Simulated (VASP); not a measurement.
Here is a VASP 6.6.1 calculation.

The input POSCAR:

```
PbF2
1.0
    0.0000000000      2.7947358504      3.3536830204
    2.7947358504      0.0000000000      3.3536830204
    2.7947358504      2.7947358504      0.0000000000
Pb F
1 2
Direct
    0.0000000000      0.0000000000      0.0000000000
    0.2500000000      0.2500000000      0.2500000000
    0.7500000000      0.7500000000      0.7500000000
```

The input INCAR.step1:

```
ALGO = Normal
EDIFF = 1E-4
ENCUT = 520
GGA = PE
ISMEAR = 0
LASPH = True
LCHARG = False
LREAL = False
LWAVE = True
NBANDS = 21
NELM = 60
PREC = Accurate
SIGMA = 0.05
```

File INCAR.step2:

```
ALGO = Normal
EDIFF = 1E-7
ENCUT = 520
ISIF = 2
ISMEAR = 0
ISTART = 1
LASPH = True
LCHARG = True
LELF = True
LMIXTAU = True
LREAL = False
LVHAR = True
LWAVE = False
METAGGA = R2SCAN
NBANDS = 21
NELM = 60
PREC = Accurate
SIGMA = 0.05
```

The input KPOINTS:

```
k-points
0
Gamma
  8 8 8
```

Potentials or basis: VASP PAW PBE potentials, release 64 (Pb_d, F).

Run with:

```sh
$ cat potpaw_PBE.64/Pb_d/POTCAR potpaw_PBE.64/F/POTCAR > POTCAR
$ cp INCAR.step1 INCAR
$ mpirun -np 1 vasp_std > vasp.out
$ cp INCAR.step2 INCAR
$ mpirun -np 1 vasp_std > vasp.out
```

Predict the pressure.

-1.9 GPa.

What does it give for the band gap on the k mesh?

4.08 eV (least direct gap 4.94 eV).

Stress tensor (GPa, compression positive):
```
 1.88  0.00  0.00
 0.00  1.88  0.00
 0.00  0.00 -9.56
```

Caveat: the PAW data sets were made with another functional, which shifts forces and pressure a little; spin-orbit coupling is left out, which moves the levels of the heavy elements. A k mesh can miss the band edges.
